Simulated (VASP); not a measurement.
# SnTe (Fm-3m) in VASP: notebook

SnTe is run at these levels: BLYP+D4; tasks: single point.

All numbers are computed with VASP 6.6.1; they aren't measurements. Logs are shortened: lines on timing, memory, paths and dates and some standing lists are left out, and cuts for length are marked.

### Step 1. The cell of the first run

It takes space group Fm-3m (No. 225, cubic). Conventional cell: a = 6.385 Å, b = 6.385 Å, c = 6.385 Å, α = 90.00°, β = 90.00°, γ = 90.00°. Te (site symmetry m-3m) has 6 Sn at 3.19 Å within 4.2 Å. Sn (site symmetry m-3m) has 6 Te at 3.19 Å within 4.2 Å.

### Step 2. Single point, BLYP+D4

File INCAR:

```
PREC = Accurate ; ENCUT = 520
EDIFF = 1E-6 ; ISMEAR = -1
SIGMA = 0.05 ; LREAL = F
LASPH = T ; NELM = 60
ALGO = Normal ; ISIF = 2
LWAVE = F ; LCHARG = F
GGA = B5 ; ALDAX = 1.0
AGGAX = 1.0 ; AGGAC = 1.0
ALDAC = 0.0 ; IVDW = 13
VDW_S6 = 1.0 ; VDW_S8 = 2.34076671
VDW_A1 = 0.44488865 ; VDW_A2 = 4.0933009
NBANDS = 17
```

File KPOINTS:

```
Automatic mesh
0
Gamma
  7 7 7
```

File POSCAR:

```
SnTe
1.0
    0.0000000000      3.1923133075      3.1923133075
    3.1923133075      0.0000000000      3.1923133075
    3.1923133075      3.1923133075      0.0000000000
Te Sn
1 1
Direct
    0.5000000000      0.5000000000      0.5000000000
    0.0000000000      0.0000000000      0.0000000000
```

Potentials or basis: VASP PAW PBE potentials, release 64 (Te, Sn_d).

Launch:

```bash
> cat potpaw_PBE.64/Te/POTCAR potpaw_PBE.64/Sn_d/POTCAR > POTCAR
> mpirun -np 1 vasp_std > vasp.out
```

OUTCAR:

```text
PREC = Accurate
   ENCUT = 520
   EDIFF = 1E-6
   ISMEAR = -1
   LREAL = F
   LASPH = T
   NELM = 60
   ISIF = 2
   GGA = B5
   IVDW = 13

 ion  position               nearest neighbor table
   1  0.500  0.500  0.500-   2 3.19   2 3.19   2 3.19   2 3.19   2 3.19   2 3.19
   2  0.000  0.000  0.000-   1 3.19   1 3.19   1 3.19   1 3.19   1 3.19   1 3.19

  LATTYP: Found a face centered cubic cell.
 ALAT       =     6.3846266150

  Lattice vectors:

 A1 = (   0.0000000000,   3.1923133075,   3.1923133075)
 A2 = (   3.1923133075,   0.0000000000,   3.1923133075)
 A3 = (   3.1923133075,   3.1923133075,   0.0000000000)

Analysis of symmetry for initial positions (statically):
[... 33 lines left out ...]
                                     Primitive cell

  volume of cell :      65.0649

  direct lattice vectors                    reciprocal lattice vectors
     0.000000000  3.192313308  3.192313308    -0.156626231  0.156626231  0.156626231
     3.192313308  0.000000000  3.192313308     0.156626231 -0.156626231  0.156626231
     3.192313308  3.192313308  0.000000000     0.156626231  0.156626231 -0.156626231

  length of vectors
     4.514612775  4.514612775  4.514612775     0.271284589  0.271284589  0.271284589

  position of ions in fractional coordinates (direct lattice)
     0.500000000  0.500000000  0.500000000
     0.000000000  0.000000000  0.000000000

  ion indices of the primitive-cell ions
   primitive index   ion index
                 1           1
                 2           2

----------------------------------------------------------------------------------------

 KPOINTS: Automatic mesh

Automatic generation of k-mesh.
 Grid dimensions read from file:
 generate k-points for:    7    7    7

 Generating k-lattice:

  Cartesian coordinates                     Fractional coordinates (reciprocal lattice)
    -0.022375176  0.022375176  0.022375176     0.142857143  0.000000000  0.000000000
     0.022375176 -0.022375176  0.022375176     0.000000000  0.142857143  0.000000000
     0.022375176  0.022375176 -0.022375176     0.000000000  0.000000000  0.142857143

  Length of vectors
     0.038754941  0.038754941  0.038754941

  Shift w.r.t. Gamma in fractional coordinates (k-lattice)
     0.000000000  0.000000000  0.000000000

 Subroutine IBZKPT returns following result:
 ===========================================

 Found     20 irreducible k-points:

 Following reciprocal coordinates:
            Coordinates               Weight
  0.000000  0.000000  0.000000      1.000000
  0.142857  0.000000  0.000000      8.000000
  0.285714  0.000000  0.000000      8.000000
  0.428571  0.000000  0.000000      8.000000
  0.142857  0.142857  0.000000      6.000000
  0.285714  0.142857  0.000000     24.000000
[... 12 lines left out ...]
 -0.428571  0.428571  0.142857     24.000000
 -0.285714  0.428571  0.142857     24.000000
   k-points           NKPTS =     20   k-points in BZ     NKDIM =     20   number of bands    NBANDS=     17
   number of dos      NEDOS =    301   number of ions     NIONS =      2
   total plane-waves  NPLWV =  46656
   dimension x,y,z NGX =    36 NGY =   36 NGZ =   36
   dimension x,y,z NGXF=    72 NGYF=   72 NGZF=   72
   ions per type =               1   1
   NGX,Y,Z   is equivalent  to a cutoff of  13.26, 13.26, 13.26 a.u.
   NGXF,Y,Z  is equivalent  to a cutoff of  26.51, 26.51, 26.51 a.u.
 SYSTEM =  unknown system
   PREC   = accura    normal or accurate (medium, high low for compatibility)
   ISTART =      0    job   : 0-new  1-cont  2-samecut
   ICHARG =      2    charge: 1-file 2-atom 10-const
   ISPIN  =      1    spin polarized calculation?
   LNONCOLLINEAR =      F non collinear calculations
   LSORBIT =      F    spin-orbit coupling
   LASPH  =      T    aspherical Exc in radial PAW
   ENCUT  =  520.0 eV  38.22 Ry    6.18 a.u.   8.39  8.39  8.39*2*pi/ulx,y,z
   NELM   =     60;   NELMIN=  2; NELMDL= -5     # of ELM steps
   EDIFF  = 0.1E-05   stopping-criterion for ELM
   LREAL  =      F    real-space projection
   EDIFFG = 0.1E-04   stopping-criterion for IOM
   NSW    =      0    number of steps for IOM
   IBRION =     -1    ionic relax: 0-MD 1-quasi-New 2-CG
   NFREE  =      0    steps in history (QN), initial steepest desc. (CG)
   ISIF   =      2    stress and relaxation
   ISYM   =      2    0-nonsym 1-usesym 2-fastsym
   POTIM  = 0.5000    time-step for ionic-motion
   TEBEG  =    0.0;   TEEND  =   0.0 temperature during run
   PSTRESS=    0.0 pullay stress
   NELECT =      20.0000    total number of electrons
   NUPDOWN=      -1.0000    fix difference up-down
   EMIN   =  10.00;   EMAX   =-10.00  energy-range for DOS
   EFERMI =   0.00;   METHOD = LEGACY
   ISMEAR =    -1;   SIGMA  =   0.05  broadening in eV -4-tet -1-fermi 0-gaus
   EFERMI_NEDOS =   21; number of points for ismear=-14 and -15
   IALGO  =     38    algorithm
   IMIX   =      4    mixing-type and parameters
     AMIX     =   0.40;   BMIX     =  1.00
     AMIX_MAG =   1.60;   BMIX_MAG =  1.00
  volume/ion in A,a.u.               =      32.53       219.54
  Fermi-wavevector in a.u.,A,eV,Ry     =   1.104848  2.087861 16.608493  1.220690
  Thomas-Fermi vector in A             =   2.241327
   LORBIT       =      0    0 simple, 1 ext, 2 COOP (PROOUT), +10 PAW based schemes
   GGA     = B5    functional components
   LHFCALC =     F    Hartree Fock is set to
   AEXX    =    0.0000 exact exchange contribution
   IVDW    =    13    specifies the selected vdW correction
   LEPSILON=     F    determine dielectric tensor
   LRPA    =     F    only Hartree local field effects (RPA)
 non-spin polarized calculation
  energy-cutoff  :      520.00
  volume of cell :       65.06
 maximum number of plane-waves:      1807
 NGX is ok and might be reduce to    36
   NGX = 17   NGY = 17   NGZ = 17

 number of electron      20.0000003 magnetization

 Free energy of the ion-electron system (eV)
  ---------------------------------------------------
  ext. energy  EPLUGINS =         0.00000000
  ---------------------------------------------------
  free energy    TOTEN  =        -6.24871287 eV

  energy without entropy =       -6.24866528  energy(sigma->0) =       -6.24868907

 E-fermi :   6.9971     XC(G=0):  -8.6956

 val. band max:        6.6584750556   @ k =   0.4286   0.0000   0.0000
 cond. band min:       7.3584095522   @ k =   0.4286   0.0000   0.0000
 fundamental gap:      0.6999344966
 Fermi energy:         6.9971278952

 k-point     1 :       0.0000    0.0000    0.0000
  band No.  band energies     occupation
      1     -14.9698      2.00000
      2     -14.9698      2.00000
      3     -14.9615      2.00000
      4     -14.9615      2.00000
      5     -14.9615      2.00000
      6      -5.5957      2.00000
[... 9 lines left out ...]
     16      11.9757      0.00000
     17      13.9282      0.00000

 k-point     2 :       0.1429    0.0000    0.0000
  band No.  band energies     occupation
      1     -14.9704      2.00000
      2     -14.9704      2.00000
      3     -14.9612      2.00000
      4     -14.9606      2.00000
      5     -14.9606      2.00000
      6      -5.4364      2.00000
[... 9 lines left out ...]
     16      12.3671      0.00000
     17      15.0356      0.00000

 k-point     3 :       0.2857    0.0000    0.0000
  band No.  band energies     occupation
      1     -14.9721      2.00000
      2     -14.9721      2.00000
      3     -14.9606      2.00000
      4     -14.9583      2.00000
      5     -14.9583      2.00000
      6      -5.0033      2.00000
[... 9 lines left out ...]
     16      13.4582      0.00000
     17      17.3128      0.00000

 k-point     4 :       0.4286    0.0000    0.0000
  band No.  band energies     occupation
      1     -14.9736      2.00000
      2     -14.9736      2.00000
      3     -14.9601      2.00000
      4     -14.9562      2.00000
      5     -14.9562      2.00000
      6      -4.5162      2.00000
[... 9 lines left out ...]
     16      15.1266      0.00000
     17      16.4900      0.00000

 k-point     5 :       0.1429    0.1429    0.0000
  band No.  band energies     occupation
      1     -14.9721      2.00000
      2     -14.9691      2.00000
      3     -14.9621      2.00000
      4     -14.9599      2.00000
      5     -14.9599      2.00000
      6      -5.3844      2.00000
[... 9 lines left out ...]
     16      12.9837      0.00000
     17      14.1552      0.00000

 k-point     6 :       0.2857    0.1429    0.0000
  band No.  band energies     occupation
      1     -14.9743      2.00000
      2     -14.9694      2.00000
      3     -14.9619      2.00000
      4     -14.9582      2.00000
      5     -14.9577      2.00000
      6      -5.0447      2.00000
[... 9 lines left out ...]
     16      14.1160      0.00000
     17      15.4967      0.00000
[... 201 lines left out ...]
 k-point    17 :       0.4286    0.2857    0.1429
  band No.  band energies     occupation
      1     -14.9764      2.00000
      2     -14.9697      2.00000
      3     -14.9615      2.00000
      4     -14.9564      2.00000
      5     -14.9562      2.00000
      6      -4.6757      2.00000
[... 9 lines left out ...]
     16      15.3924      0.00000
     17      16.1749      0.00000

 k-point    18 :      -0.4286    0.2857    0.1429
  band No.  band energies     occupation
      1     -14.9771      2.00000
      2     -14.9710      2.00000
      3     -14.9596      2.00000
      4     -14.9571      2.00000
      5     -14.9545      2.00000
      6      -4.2938      2.00000
[... 9 lines left out ...]
     16      15.8709      0.00000
     17      16.9651      0.00000

 k-point    19 :      -0.4286    0.4286    0.1429
  band No.  band energies     occupation
      1     -14.9808      2.00000
      2     -14.9682      2.00000
      3     -14.9623      2.00000
      4     -14.9550      2.00000
      5     -14.9530      2.00000
      6      -4.1957      2.00000
[... 9 lines left out ...]
     16      16.5552      0.00000
     17      17.5690      0.00000

 k-point    20 :      -0.2857    0.4286    0.1429
  band No.  band energies     occupation
      1     -14.9791      2.00000
      2     -14.9699      2.00000
      3     -14.9597      2.00000
      4     -14.9573      2.00000
      5     -14.9530      2.00000
      6      -4.1169      2.00000
[... 9 lines left out ...]
     16      16.8626      0.00000
     17      17.3524      0.00000

------------------------ aborting loop because EDIFF is reached ----------------------------------------

  DFT-D4 for vdW energy calculation

  Edisp (eV):   -1.59323

  FORCE on cell =-STRESS in cart. coord.  units (eV):
  Direction    XX          YY          ZZ          XY          YZ          ZX
  --------------------------------------------------------------------------------------
  -------------------------------------------------------------------------------------
  Total       0.05286     0.05286     0.05286     0.00000    -0.00000    -0.00000
  in kB       1.30173     1.30173     1.30173     0.00000    -0.00000    -0.00000
  external pressure =        1.30 kB  Pullay stress =        0.00 kB

 VOLUME and BASIS-vectors are now :
 -----------------------------------------------------------------------------
  energy-cutoff  :      520.00
  volume of cell :       65.06
      direct lattice vectors                 reciprocal lattice vectors
     0.000000000  3.192313308  3.192313308    -0.156626231  0.156626231  0.156626231
     3.192313308  0.000000000  3.192313308     0.156626231 -0.156626231  0.156626231
     3.192313308  3.192313308  0.000000000     0.156626231  0.156626231 -0.156626231

 POSITION                                       TOTAL-FORCE (eV/Angst)
 -----------------------------------------------------------------------------------
      3.19231      3.19231      3.19231         0.000000      0.000000      0.000000
      0.00000      0.00000      0.00000        -0.000000     -0.000000     -0.000000
 -----------------------------------------------------------------------------------
    total drift:                               -0.000000      0.000000      0.000000

  FREE ENERGIE OF THE ION-ELECTRON SYSTEM (eV)
  ---------------------------------------------------
  free  energy   TOTEN  =        -7.8419405723 eV

  energy  without entropy=       -7.8418929787  energy(sigma->0) =       -7.84191678
```

Wall time 48 s (1 thread of AMD EPYC 7R43 (Zen 3), shared host); peak memory 0.17 GiB.

Results:

```
Free energy                : -7.8419 eV
Pressure                   : 0.1 GPa
Dispersion energy per atom : -0.797 eV
```

Caveat: this odd mesh misses L, where the gap lies, so gap, dielectric constants and Born charges aren't listed; the PAW data sets were made with another functional, which shifts forces and pressure a little; spin-orbit coupling is left out, which moves the levels of the heavy elements.

### Step 3. Single point, BLYP+D4

This run uses another cell than the first one, of 33.16 Å³/atom, 1.019 times its volume.

File INCAR:

```
PREC     = Accurate       # precision mode
ENCUT    = 520            # plane-wave cutoff, eV
EDIFF    = 1E-6           # SCF threshold, eV
ISMEAR   = -1             # smearing method
SIGMA    = 0.05           # smearing width, eV
LREAL    = F              # projectors in reciprocal space
LASPH    = T              # aspherical terms in the spheres
NELM     = 80             # most SCF steps
ALGO     = Normal         # electronic algorithm
ISIF     = 2              # what is computed and relaxed
LWAVE    = F              # write WAVECAR
LCHARG   = T              # write CHGCAR
GGA      = B5             # functional
ALDAX    = 1.0          
AGGAX    = 1.0          
AGGAC    = 1.0          
ALDAC    = 0.0          
IVDW     = 13             # dispersion correction
VDW_S6   = 1.0          
VDW_S8   = 2.34076671   
VDW_A1   = 0.44488865   
VDW_A2   = 4.0933009    
LELF     = T              # ELF
LVHAR    = T            
NBANDS   = 17             # bands
```

KPOINTS is that of step 2.

File POSCAR:

```
SnTe
1.0
    0.0000000000      3.2126470615      3.2126470615
    3.2126470615      0.0000000000      3.2126470615
    3.2126470615      3.2126470615      0.0000000000
Te Sn
1 1
Direct
    0.5000000000      0.5000000000      0.5000000000
    0.0000000000      0.0000000000      0.0000000000
```

Potentials or basis: VASP PAW PBE potentials, release 64 (Te, Sn_d).

Launch:

```bash
> cat potpaw_PBE.64/Te/POTCAR potpaw_PBE.64/Sn_d/POTCAR > POTCAR
> mpirun -np 1 vasp_std > vasp.out
```

It took 61 s on 1 thread of AMD EPYC 7R43 (Zen 3), shared host; peak memory 0.17 GiB.

Results (log left out):

| Quantity | Value |
| --- | --- |
| Free energy | -7.8409 eV |
| Pressure | -0.4 GPa |
| Dispersion energy per atom | -0.782 eV |

Levels at points of the mesh, in eV from the Fermi level:
```
           k point  band 7  band 8  band 9  band 10  band 11  band 12  band 13  band 14
(0.00, 0.00, 0.00)   -5.10   -2.06   -2.06    -2.06     3.08     3.08     3.08     5.02
```

Caveat: this odd mesh misses L, where the gap lies, so gap, dielectric constants and Born charges aren't listed; the PAW data sets were made with another functional, which shifts forces and pressure a little; spin-orbit coupling is left out, which moves the levels of the heavy elements.
